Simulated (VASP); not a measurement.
Write the native input for VASP 6.6.1 that does the following.

| Quantity | Value |
| --- | --- |
| Task | single point |
| Functional | PBE |
| Potentials or basis | VASP PAW PBE potentials, release 64 (Ga_d, Sb) |
| Cutoff | 500 eV |
| k mesh | 6 × 6 × 6 |
| Occupations | gaussian, width 0.2 eV |
| Spin | no spin polarisation |
| Dipole correction | no |
| Further INCAR settings | ALGO = Normal; EDIFF = 1e-06; NBANDS = 16 |

The structure of GaSb lies in POSCAR:

```
GaSb
1.0
    0.0000000000      3.0959474883      3.0959474883
    3.0959474883      0.0000000000      3.0959474883
    3.0959474883      3.0959474883      0.0000000000
Ga Sb
1 1
Direct
    0.2500000000      0.2500000000      0.2500000000
    0.0000000000      0.0000000000      0.0000000000
```

These files were run (other wordings do the same):

INCAR

```
SYSTEM = GaSb
ALGO = Normal ; EDIFF = 1E-6
ENCUT = 500 ; GGA = PE
GGA_COMPAT = .False. ; ISIF = 2
ISMEAR = 0 ; LASPH = .True.
LCHARG = .True. ; LELF = .True.
LREAL = .False. ; LVHAR = .True.
LWAVE = .False. ; NBANDS = 16
NELM = 120 ; PREC = Accurate
SIGMA = 0.2
```

KPOINTS

```
k-points
0
Gamma
  6 6 6
  0 0 0
```

Potentials or basis: VASP PAW PBE potentials, release 64 (Ga_d, Sb).

The run is started by

```console
$ cat potpaw_PBE.64/Ga_d/POTCAR potpaw_PBE.64/Sb/POTCAR > POTCAR
$ mpirun -np 1 vasp_std > vasp.out
```

It gave:

The pressure is 0.7 GPa and the band gap on the k mesh is zero (filled and empty bands touch).

Caveat: spin-orbit coupling is left out, which moves the levels of the heavy elements.

It took 22 s on 1 thread of Intel Xeon 8259CL, with other jobs on the host, peak memory 0.18 GiB.
